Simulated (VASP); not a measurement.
A run of VASP 6.6.1 is set up as follows.

File INCAR:

```
ALGO = Normal
EDIFF = 1E-6
ENCUT = 520
GGA = PE
ISIF = 2
ISMEAR = -1
ISYM = 0
LASPH = T
LCHARG = T
LELF = T
LREAL = Auto
LVHAR = T
LWAVE = F
NBANDS = 87
NELM = 100
PREC = Accurate
SIGMA = 0.0991
```

KPOINTS

```
k-points
0
Gamma
  1 1 1
```

POSCAR

```
NaMg2Cl5
1.0
    8.4867630000     -0.1409510000      0.2958770000
   -0.1409510000      8.3834470000      0.0484200000
    0.2958770000      0.0484200000      8.4326000000
Na Cl Mg
3 15 6
Direct
    0.6795504004      0.3674474402      0.9480827812
   -0.0663563411      0.4211828883      0.4879922728
    0.2708409580      0.0777172069      0.8327389326
    0.9948377818      0.0659075232      0.6816016578
    0.1944083653      0.6131947486      0.3263812047
    0.9058233655      0.8409069163      0.3764383449
    0.4996512064      0.8645039459      0.3427989492
    0.7507247432      1.0450740037      0.0012986898
    0.6619051251      0.5303160789      0.2452798179
    0.3195049705      0.3320901183      0.5599471129
    0.1211559206      0.8879946508      0.0689582156
    0.6955925260      0.2063124822      0.3927241325
    0.4614105608      0.6397382524      0.9808456587
    0.4083168455      0.2629143742      0.0884953778
    0.6575967700      0.5627692240      0.6485328315
    0.0904070079      0.2574820248      0.2572707547
   -0.0178120655      0.4555181615      0.9261670174
    0.5070455516      0.9704076052      0.7310791152
    0.7480004880      0.9910708497      0.5801213397
    0.4434824155      0.1569282212      0.3393404512
    0.6524018212      0.7871563245      0.1130599337
    0.4864556766      0.5598738419      0.4478879423
    0.9416080050      0.0449549349      0.1883163117
    0.1982538285      0.5795048321      0.0620410820
```

Potentials or basis: VASP PAW PBE potentials, release 64 (Na_pv, Cl, Mg).

Launch:

```bash
$ cat potpaw_PBE.64/Na_pv/POTCAR potpaw_PBE.64/Cl/POTCAR potpaw_PBE.64/Mg/POTCAR > POTCAR
$ mpirun -np 1 vasp_gam > vasp.out
```

Predict the largest force.

1.852 eV/Å.

Predict the band gap on the k mesh.

3.66 eV.

Stress tensor (GPa, compression positive):
```
 3.19  0.04 -1.15
 0.04  2.42  0.46
-1.15  0.46  3.68
```

Caveat: the k points lie up to 0.75 Å⁻¹ apart.
